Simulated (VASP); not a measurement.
Wanted: the native input for a VASP 6.6.1 run.

* Task: relaxation of cell and atoms
* Functional: PBEsol
* Potentials or basis: VASP PAW PBE potentials, release 64 (Pt)
* Cutoff: 500 eV
* k mesh: 10 × 10 × 10
* Occupations: fermi-dirac, width 0.1 eV
* Spin: no spin polarisation
* Dipole correction: no
* Further INCAR settings: ALGO = Normal; EDIFF = 1e-07; IBRION = 2; EDIFFG = -0.01; NSW = 80; ISIF = 3

The structure of Pt lies in POSCAR:

```
Pt
1.0
    2.7731310000      0.0000000000      0.0000000000
    1.3865655000      2.4016018940      0.0000000000
    1.3865655000      0.8005339647      2.2642519800
Pt
1
Direct
    0.0000000000      0.0000000000      0.0000000000
```

The input as run:

INCAR

```
SYSTEM = Pt
PREC     = Accurate       ! precision mode
ENCUT    = 500            ! plane-wave cutoff, eV
EDIFF    = 1E-7           ! SCF threshold, eV
ISMEAR   = -1             ! smearing method
SIGMA    = 0.1            ! smearing width, eV
LREAL    = .False.        ! projectors in reciprocal space
LASPH    = .True.         ! aspherical terms in the spheres
NELM     = 120            ! most SCF steps
ALGO     = Normal         ! electronic algorithm
ISIF     = 3              ! what is computed and relaxed
LWAVE    = .False.        ! write WAVECAR
LCHARG   = .False.        ! write CHGCAR
GGA      = PS             ! functional
IBRION   = 2              ! ionic algorithm
NSW      = 80             ! ionic steps
EDIFFG   = -0.01          ! ionic threshold
GGA_COMPAT= .False.      
NELMIN   = 4
```

KPOINTS

```
Automatic mesh
0
Gamma
  10 10 10
  0 0 0
```

Potentials or basis: VASP PAW PBE potentials, release 64 (Pt).

The run is started by

```sh
$ cat potpaw_PBE.64/Pt/POTCAR > POTCAR
$ mpirun -np 1 vasp_std > vasp.out
```

It gave:

* Relaxed volume: 15.05 Å³/atom
* Relaxed cell: a = 2.771 Å, b = 2.771 Å, c = 2.771 Å, α = 60.00°, β = 60.00°, γ = 60.00°
* Space group after relaxing (to 0.05 Å): Fm-3m (No. 225)
* Energy gained by relaxing: 0.1 meV/atom
* Ionic steps: 3
* Pressure after relaxing: 0.0 GPa
* Band gap on the k mesh: zero (band 5 reaches 11.64 eV, above the bottom of band 6 at 9.43 eV)

Caveat: the PAW data sets were made with another functional, which shifts forces and pressure a little; spin-orbit coupling is left out, which moves the levels of the heavy elements.

Run time: 13 s on 1 thread of Intel(R) Xeon(R) Platinum 8375C CPU @ 2.90GHz (Ice Lake) (shared host), peak memory 0.13 GiB.
